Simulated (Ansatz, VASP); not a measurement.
# One calculation of Cu2O, two programs

```xyz
6
Lattice="4.2533 0.0000 0.0000 0.0000 4.2533 0.0000 0.0000 0.0000 4.2533" Properties=species:S:1:pos:R:3 pbc="T T T"
Cu    1.0633    1.0633    1.0633
Cu    1.0633    3.1899    3.1899
Cu    3.1899    3.1899    1.0633
Cu    3.1899    1.0633    3.1899
O     0.0000    0.0000    0.0000
O     2.1266    2.1266    2.1266
```

Alike in both runs: functional PBE; dispersion D3(BJ); k mesh 4 × 4 × 4; occupations gaussian, width 0.02 eV; no spin polarisation.

Ansatz relaxed the structure, and its values are those at the end. VASP's run is a single point on that final structure, the one shown.

|  | VASP | Ansatz |
| --- | --- | --- |
| version | VASP 6.6.1 | Ansatz 0.2.0 |
| potentials or method | VASP PAW PBE potentials, release 64 (Cu, O) | plane waves, PAW |
| plane-wave cutoff (eV) | 600 | 420 |
| valence electrons in the cell | 56 | 88 |

VASP gave:

* pressure (GPa): 0.9

Question: Estimate Ansatz's values.

Answer: Pressure (GPa): 0.0.

VASP's potentials hold 56 valence electrons a cell and Ansatz's 88, so a difference there can come from the potentials and not from the codes.
